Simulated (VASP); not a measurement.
Ge, 2 atoms in the cell. Symmetry: Fd-3m, No. 227, cubic system. Conventional cell: a = 5.676 Å, b = 5.676 Å, c = 5.676 Å, α = 90.00°, β = 90.00°, γ = 90.00°. Ge (site symmetry -43m) has 4 Ge at 2.46 Å within 3.2 Å. 

* Program: VASP 6.6.1
* Task: relaxation of cell and atoms
* Functional: r2SCAN
* Potentials or basis: VASP PAW PBE potentials, release 64 (Ge_d)
* Cutoff: 600 eV
* k mesh: 12 × 12 × 12
* Occupations: gaussian, width 0.01 eV
* Spin: no spin polarisation
* Target pressure: 15 GPa
* Dipole correction: no
* Further INCAR settings: ALGO = Normal; EDIFF = 1e-07; IBRION = 2; EDIFFG = -0.002; NSW = 100; ISIF = 3

Potentials or basis: VASP PAW PBE potentials, release 64 (Ge_d).

Command:

```sh
$ cat potpaw_PBE.64/Ge_d/POTCAR > POTCAR
$ cp INCAR.step1 INCAR
$ mpirun -np 1 vasp_std > vasp.out
$ cp INCAR.step2 INCAR
$ mpirun -np 1 vasp_std > vasp.out
```

Hardware: 1 thread of AMD EPYC 9R45 96-Core Processor (Zen 5), with other jobs on the host.

Task: Estimate the wall time of this run.

Result: Run time: 14 min on 1 thread of AMD EPYC 9R45 96-Core Processor (Zen 5) (shared host), peak memory 0.2 GiB. Counts: k points 72, ion steps 7.
